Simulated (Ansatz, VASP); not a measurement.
# RbBr: VASP beside Ansatz

INCAR

```
SYSTEM = RbBr
PREC = Accurate
ENCUT = 520
EDIFF = 1E-6
ISMEAR = 0
SIGMA = 0.02
LREAL = .False.
LASPH = .True.
NELM = 80
ALGO = Normal
ISIF = 2
LWAVE = .False.
LCHARG = .True.
GGA = PS
LELF = .True.
LVHAR = .True.
NBANDS = 15
```

KPOINTS

```
Automatic mesh
0
Gamma
  6 6 6
  0 0 0
```

POSCAR

```
RbBr
1.0
    0.0000000000      3.2889261750      3.2889261750
    3.5573679750     -0.0627918000      3.3517179750
    3.5856105750      3.3799605750     -0.0910344000
Rb Br
1 1
Direct
    0.0515759870      0.0000000000      0.0000000000
    0.4484240130      0.5000000000      0.5000000000
```

Input for Ansatz:

```yaml
crystal:
  lattice:
    - [0.0, 3.288926175, 3.288926175]
    - [3.557367975, -0.0627918, 3.351717975]
    - [3.585610575, 3.379960575, -0.0910344]
  atoms:
    - { symbol: Rb, position: [0.051575987, 0.0, 0.0] }
    - { symbol: Br, position: [0.448424013, 0.5, 0.5] }
basis:
  ecutwfc: 420
kpoints:
  mp_grid: { grid: [6, 6, 6] }
hamiltonian:
  xc: pbesol
scf:
  occupations: { method: gaussian, width: 0.02 }
output:
  forces: true
  stress: true
  eigenvalues: true
```

Alike in both runs: task single point; functional PBEsol; k mesh 6 × 6 × 6; occupations gaussian, width 0.02 eV; no spin polarisation.

```csv
,VASP,Ansatz
version,VASP 6.6.1,Ansatz 0.2.0
potentials or method,"VASP PAW PBE potentials, release 64 (Rb_sv, Br), cutoff 520 eV","scalar-relativistic, plane waves, PAW"
valence electrons in the cell,16,16
```

|  | VASP | Ansatz | Ansatz less VASP |
| --- | --- | --- | --- |
| gap on the k mesh at the Fermi level (eV) | 4.20 | 4.20 | +0.003 |
| least direct gap on the mesh (eV) | 4.20 | 4.20 | +0.003 |
| pressure (GPa) | 1.4 | 1.3 | -0.05 |
| traceless stress, the component that is largest in VASP (GPa) | -2.41 | -2.37 | +0.037 |
| rms of the force components (eV/Å) | 0.441 | 0.434 | -0.0064 |

VASP's potentials were made for PBE, not for PBEsol. Atom by atom the forces differ by 0.006 eV/Å (rms over components).
